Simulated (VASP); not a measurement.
# Ta2N (P-31m) in VASP: a series of runs, part 2 of 2

VASP 6.6.1.

**3. Single point, LDA (c/a of the conventional cell at fixed volume 0.9900)**

The input, INCAR:

```
PREC     = Accurate       # precision mode
ENCUT    = 520            # plane-wave cutoff, eV
EDIFF    = 1E-6           # SCF threshold, eV
ISMEAR   = 0              # smearing method
SIGMA    = 0.15           # smearing width, eV
LREAL    = F              # projectors in reciprocal space
LASPH    = T              # aspherical terms in the spheres
NELM     = 60             # most SCF steps
ALGO     = Normal         # electronic algorithm
ISIF     = 2              # what is computed and relaxed
LWAVE    = F              # write WAVECAR
LCHARG   = F              # write CHGCAR
GGA      = CA             # functional
NBANDS   = 50             # bands
```

The input, KPOINTS:

```
Automatic mesh
0
Gamma
  9 9 8
```

The input, POSCAR:

```
Ta2N
1.0
    5.1282710815      0.0000000000      0.0000000000
   -2.5641355407      4.4412130340      0.0000000000
    0.0000000000      0.0000000000      5.0769883706
Ta N
6 3
Direct
    0.6788818548      0.6788818548      0.7526041962
    0.0000000000      0.3211181452      0.7526041962
    0.3211181452      0.0000000000      0.7526041962
    0.3211181452      0.3211181452      0.2473958038
    0.0000000000      0.6788818548      0.2473958038
    0.6788818548      0.0000000000      0.2473958038
    0.6666666667      0.3333333333      0.5000000000
    0.3333333333      0.6666666667      0.5000000000
    0.0000000000      0.0000000000      0.0000000000
```

Potentials or basis: VASP PAW LDA potentials, release 64 (Ta_pv, N).

On the command line:

```console
$ cat potpaw_LDA.64/Ta_pv/POTCAR potpaw_LDA.64/N/POTCAR > POTCAR
$ mpirun -np 1 vasp_std > vasp.out
```

OUTCAR:

```text
PREC = Accurate
   ENCUT = 520
   EDIFF = 1E-6
   ISMEAR = 0
   LREAL = F
   LASPH = T
   NELM = 60
   ISIF = 2
   GGA = CA

 ion  position               nearest neighbor table
   1  0.679  0.679  0.753-   9 2.07   7 2.16   8 2.16   2 2.85   3 2.85   6 3.00   5 3.00   3 3.02
                             2 3.02   3 3.02   2 3.02   6 3.05   5 3.05   4 3.11   4 3.15
   2  0.000  0.321  0.753-   9 2.07   7 2.16   8 2.16   1 2.85   3 2.85   6 3.00   4 3.00   3 3.02
                             1 3.02   1 3.02   3 3.02   6 3.05   4 3.05   5 3.11   5 3.15
   3  0.321  0.000  0.753-   9 2.07   8 2.16   7 2.16   2 2.85   1 2.85   4 3.00   5 3.00   2 3.02
                             1 3.02   1 3.02   2 3.02   4 3.05   5 3.05   6 3.11   6 3.15
   4  0.321  0.321  0.247-   9 2.07   8 2.16   7 2.16   5 2.85   6 2.85   3 3.00   2 3.00   6 3.02
                             5 3.02   6 3.02   5 3.02   3 3.05   2 3.05   1 3.11   1 3.15
   5  0.000  0.679  0.247-   9 2.07   8 2.16   7 2.16   4 2.85   6 2.85   3 3.00   1 3.00   6 3.02
                             4 3.02   4 3.02   6 3.02   3 3.05   1 3.05   2 3.11   2 3.15
   6  0.679  0.000  0.247-   9 2.07   7 2.16   8 2.16   5 2.85   4 2.85   1 3.00   2 3.00   5 3.02
                             4 3.02   4 3.02   5 3.02   1 3.05   2 3.05   3 3.11   3 3.15
   7  0.667  0.333  0.500-   6 2.16   2 2.16   5 2.16   3 2.16   1 2.16   4 2.16
   8  0.333  0.667  0.500-   3 2.16   5 2.16   2 2.16   6 2.16   4 2.16   1 2.16
   9  0.000  0.000  0.000-   2 2.07   5 2.07   4 2.07   1 2.07   3 2.07   6 2.07

[... 211 lines left out ...]
      4     -27.2981      2.00000
      5     -27.2920      2.00000
      6     -27.2647      2.00000
[... 1261 lines left out ...]
     49      10.9367      0.00000
     50      11.1355      0.00000

 [... further k-points ...]
[... 5 lines left out ...]
  --------------------------------------------------------------------------------------
  -------------------------------------------------------------------------------------
  Total        6.4995463      6.4995463     -5.6883336      0.0000000      0.0000000     -0.0000000
  in kB       90.0564612     90.0564612    -78.8164540      0.0000000      0.0000000     -0.0000000
  external PRESSURE =      33.7654895 kB  Pullay stress =       0.0000000 kB

 VOLUME and BASIS-vectors are now :
 -----------------------------------------------------------------------------
  energy-cutoff  :      520.00
  volume of cell :      115.63
      direct lattice vectors                 reciprocal lattice vectors
     5.128271082  0.000000000  0.000000000     0.194997492  0.112581855  0.000000000
    -2.564135541  4.441213034  0.000000000     0.000000000  0.225163709  0.000000000
     0.000000000  0.000000000  5.076988371     0.000000000  0.000000000  0.196967164

 POSITION                                       TOTAL-FORCE (eV/Angst)
 -----------------------------------------------------------------------------------
      1.74075      3.01506      3.82096        -0.992980     -1.719891     -0.615080
     -0.82339      1.42615      3.82096        -0.992980      1.719891     -0.615080
      1.64678      0.00000      3.82096         1.985959     -0.000000     -0.615080
      0.82339      1.42615      1.25603         0.992980      1.719891      0.615080
     -1.74075      3.01506      1.25603         0.992980     -1.719891      0.615080
      3.48149      0.00000      1.25603        -1.985959      0.000000      0.615080
      2.56414      1.48040      2.53849        -0.000000      0.000000      0.000000
     -0.00000      2.96081      2.53849        -0.000000     -0.000000     -0.000000
      0.00000      0.00000      0.00000        -0.000000      0.000000      0.000000
 -----------------------------------------------------------------------------------
    total drift:                                0.000000      0.000000      0.000000

  FREE ENERGIE OF THE ION-ELECTRON SYSTEM (eV)
  ---------------------------------------------------
  free  energy   TOTEN  =      -113.5015343275 eV

  energy  without entropy=     -113.4590732244  energy(sigma->0) =     -113.48030378
```

Wall time 6.6 min (1 thread of Oxide Virtual Turin-like, shared host); peak memory 0.4 GiB.

Results:

```yaml
Free_energy: -113.5015 eV
Pressure: 3.4 GPa
Largest_force: 2.079 eV/Å
```

Forces in eV/Å, atoms in the order of the input:
```
Ta  -0.993 -1.720 -0.615
Ta  -0.993  1.720 -0.615
Ta   1.986  0.000 -0.615
Ta   0.993  1.720  0.615
Ta   0.993 -1.720  0.615
Ta  -1.986  0.000  0.615
N    0.000  0.000  0.000
N    0.000  0.000  0.000
N    0.000  0.000  0.000
```

Stress tensor (GPa, compression positive):
```
 9.01  0.00  0.00
 0.00  9.01  0.00
 0.00  0.00 -7.88
```

Caveat: spin-orbit coupling is left out, which moves the levels of the heavy elements; forces of over 1 eV/Å act on the atoms, so gaps and moduli don't describe the material at rest.

**4. Single point, LDA (c/a of the conventional cell at fixed volume 0.8779)**

The input, INCAR:

```
ALGO = Normal
EDIFF = 1E-7
ENCUT = 520
GGA = CA
ISIF = 2
ISMEAR = 0
LASPH = T
LCHARG = F
LREAL = F
LWAVE = F
NBANDS = 50
NELM = 60
PREC = Accurate
SIGMA = 0.15
```

The input, KPOINTS:

```
k-points
0
Gamma
  9 9 8
```

The input, POSCAR:

```
Ta2N
1.0
    5.3378662704      0.0000000000      0.0000000000
   -2.6689331352      4.6227277921      0.0000000000
    0.0000000000      0.0000000000      4.6861127988
Ta N
6 3
Direct
    0.7027876405      0.7027876405      0.7526041962
    0.0000000000      0.2972123595      0.7526041962
    0.2972123595      0.0000000000      0.7526041962
    0.2972123595      0.2972123595      0.2473958038
    0.0000000000      0.7027876405      0.2473958038
    0.7027876405      0.0000000000      0.2473958038
    0.6666666667      0.3333333333      0.5000000000
    0.3333333333      0.6666666667      0.5000000000
    0.0000000000      0.0000000000      0.0000000000
```

On the command line:

```console
$ cat potpaw_LDA.64/Ta_pv/POTCAR potpaw_LDA.64/N/POTCAR > POTCAR
$ mpirun -np 1 vasp_std > vasp.out
```

Run time: 6.8 min. Hardware: 1 thread of Oxide Virtual Turin-like, shared host; peak memory 0.39 GiB.

The run converged. Its results:

- Free energy: -110.6643 eV
- Pressure: 16.8 GPa
- Largest force: 6.604 eV/Å

Forces in eV/Å, atoms in the order of the input:
```
Ta  -3.011 -5.215 -2.709
Ta  -3.011  5.215 -2.709
Ta   6.022  0.000 -2.709
Ta   3.011  5.215  2.709
Ta   3.011 -5.215  2.709
Ta  -6.022  0.000  2.709
N    0.000  0.000  0.000
N    0.000  0.000  0.000
N    0.000  0.000  0.000
```

Stress tensor (GPa, compression positive):
```
12.23  0.00  0.00
 0.00 12.23  0.00
 0.00  0.00 25.92
```

Levels at points of the mesh, in eV from the Fermi level:
```csv
k point,band 36,band 37,band 38,band 39,band 40,band 41,band 42,band 43,band 44,band 45
"(0.00, 0.00, 0.00)",-1.81,-1.81,-0.25,-0.12,-0.12,0.10,0.15,0.15,0.81,0.81
"(0.00, 0.00, 0.50)",-1.43,-1.30,-1.30,-1.30,-1.12,-1.01,-0.09,-0.09,1.78,1.78
```

Caveat: spin-orbit coupling is left out, which moves the levels of the heavy elements; forces of over 1 eV/Å act on the atoms, so gaps and moduli don't describe the material at rest.

**5. Single point, LDA (c/a of the conventional cell at fixed volume 0.8966)**

The input, INCAR:

```
SYSTEM = Ta2N
ALGO = Normal
EDIFF = 1E-6
ENCUT = 520
ISIF = 2
ISMEAR = 0
LASPH = .TRUE.
LCHARG = .TRUE.
LELF = .TRUE.
LREAL = .FALSE.
LVHAR = .TRUE.
LWAVE = .FALSE.
NBANDS = 50
NELM = 100
PREC = Accurate
SIGMA = 0.15
```

The input, KPOINTS:

```
k-points
0
G
  9 9 8
  0 0 0
```

The input, POSCAR:

```
Ta2N
1.0
    5.3004953848      0.0000000000      0.0000000000
   -2.6502476924      4.5903636559      0.0000000000
    0.0000000000      0.0000000000      4.7524241620
Ta N
6 3
Direct
    0.6788818548      0.6788818548      0.7526041962
    0.0000000000      0.3211181452      0.7526041962
    0.3211181452      0.0000000000      0.7526041962
    0.3211181452      0.3211181452      0.2473958038
    0.0000000000      0.6788818548      0.2473958038
    0.6788818548      0.0000000000      0.2473958038
    0.6666666667      0.3333333333      0.5000000000
    0.3333333333      0.6666666667      0.5000000000
    0.0000000000      0.0000000000      0.0000000000
```

On the command line:

```console
$ cat potpaw_LDA.64/Ta_pv/POTCAR potpaw_LDA.64/N/POTCAR > POTCAR
$ mpirun -np 1 vasp_std > vasp.out
```

It took 13 min on 1 thread of Oxide Virtual Turin-like, shared host; peak memory 0.39 GiB.

It converged, with:

```yaml
Free_energy: -113.6681 eV
Pressure: 3.6 GPa
Largest_force: 1.891 eV/Å
```

Forces on the atoms (eV/Å):
```
Ta  -0.863 -1.496 -0.772
Ta  -0.863  1.496 -0.772
Ta   1.727  0.000 -0.772
Ta   0.863  1.496  0.772
Ta   0.863 -1.496  0.772
Ta  -1.727  0.000  0.772
N    0.000  0.000  0.000
N    0.000  0.000  0.000
N    0.000  0.000  0.000
```

Stress tensor (GPa, compression positive):
```
-0.14  0.00  0.00
 0.00 -0.14  0.00
 0.00  0.00 11.23
```

Levels at points of the mesh, in eV from the Fermi level:
```
           k point  band 37  band 38  band 39  band 40  band 41  band 42  band 43  band 44  band 45  band 46
(0.00, 0.00, 0.00)    -1.47    -0.46    -0.32    -0.32    -0.13    -0.03    -0.03     0.53     0.53     1.60
(0.00, 0.00, 0.50)    -1.61    -1.52    -1.52    -1.52    -1.00     0.35     0.35     1.19     2.09     2.09
```

Caveat: spin-orbit coupling is left out, which moves the levels of the heavy elements; forces of over 1 eV/Å act on the atoms, so gaps and moduli don't describe the material at rest.

**6. Single point, LDA (c/a of the conventional cell at fixed volume 0.9900)**

The input, INCAR:

```
  ALGO = Normal
  EDIFF = 1E-6
  ENCUT = 520
  GGA = CA
  ISIF = 2
  ISMEAR = 0
  LASPH = True
  LCHARG = False
  LREAL = False
  LWAVE = False
  NBANDS = 50
  NELM = 80
  PREC = Accurate
  SIGMA = 0.15
```

The input, KPOINTS:

```
k-points
0
Gamma
  9 9 8
```

The input, POSCAR:

```
Ta2N
1.0
    5.1282710815      0.0000000000      0.0000000000
   -2.5641355407      4.4412130340      0.0000000000
    0.0000000000      0.0000000000      5.0769883706
Ta N
6 3
Direct
    0.6191173904      0.6191173904      0.7526041962
    0.0000000000      0.3808826096      0.7526041962
    0.3808826096      0.0000000000      0.7526041962
    0.3808826096      0.3808826096      0.2473958038
    0.0000000000      0.6191173904      0.2473958038
    0.6191173904      0.0000000000      0.2473958038
    0.6666666667      0.3333333333      0.5000000000
    0.3333333333      0.6666666667      0.5000000000
    0.0000000000      0.0000000000      0.0000000000
```

Potentials or basis: VASP PAW LDA potentials, release 64 (Ta_pv, N).

On the command line:

```console
$ cat potpaw_LDA.64/Ta_pv/POTCAR potpaw_LDA.64/N/POTCAR > POTCAR
$ mpirun -np 1 vasp_std > vasp.out
```

Run time: 16 min. Hardware: 1 thread of Oxide Virtual Turin-like, shared host; peak memory 0.4 GiB.

The run converged. Its results:

```
Free energy   : -109.1451 eV
Pressure      : 18.1 GPa
Largest force : 6.669 eV/Å
```

Forces on the atoms (eV/Å):
```
Ta   3.212  5.562  1.795
Ta   3.212 -5.562  1.795
Ta  -6.423  0.000  1.795
Ta  -3.212 -5.562 -1.795
Ta  -3.212  5.562 -1.795
Ta   6.423  0.000 -1.795
N    0.000  0.000  0.000
N    0.000  0.000  0.000
N    0.000  0.000  0.000
```

Stress tensor (GPa, compression positive):
```
24.02  0.00  0.00
 0.00 24.02  0.00
 0.00  0.00  6.25
```

Levels at points of the mesh, in eV from the Fermi level:
| k point | band 38 | band 39 | band 40 | band 41 | band 42 | band 43 | band 44 | band 45 |
| --- | --- | --- | --- | --- | --- | --- | --- | --- |
| (0.00, 0.00, 0.00) | -1.13 | -0.40 | -0.40 | -0.22 | -0.22 | 0.05 | 1.42 | 1.42 |
| (0.00, 0.00, 0.50) | -1.15 | -0.62 | -0.30 | -0.30 | 0.26 | 0.26 | 1.03 | 2.18 |

Caveat: spin-orbit coupling is left out, which moves the levels of the heavy elements; forces of over 1 eV/Å act on the atoms, so gaps and moduli don't describe the material at rest.

**7. Summary**

| cell | gap on the mesh (eV) | pressure (GPa) | largest force (eV/Å) |
| --- | --- | --- | --- |
| a = 5.161, b = 5.161, c = 5.013 Å, angles 90.0, 90.0, 120.0°, 9 atoms | none | 5.7 | 3.41 |
| a = 5.128, b = 5.128, c = 5.077 Å, angles 90.0, 90.0, 120.0°, 9 atoms | none | 18.1 | 6.67 |
| a = 5.338, b = 5.338, c = 4.686 Å, angles 90.0, 90.0, 120.0°, 9 atoms | none | 16.8 | 6.60 |
| a = 5.300, b = 5.300, c = 4.752 Å, angles 90.0, 90.0, 120.0°, 9 atoms | none | 3.6 | 1.89 |

Some of these runs hold the atoms at other places in the same cell, which the table doesn't show; runs alike in all that it shows share one row.

Alike in all rows: task single point; level LDA; potentials or basis VASP PAW LDA potentials, release 64 (Ta_pv, N); no spin polarisation; k mesh 9 × 9 × 8; cutoff (eV) 520; smearing gaussian 0.15 eV.

Caveats: spin-orbit coupling is left out, which moves the levels of the heavy elements; forces of over 1 eV/Å act on the atoms, so gaps and moduli don't describe the material at rest.

Total energies depend on the potentials used, so only differences within one code and one set of settings carry meaning.
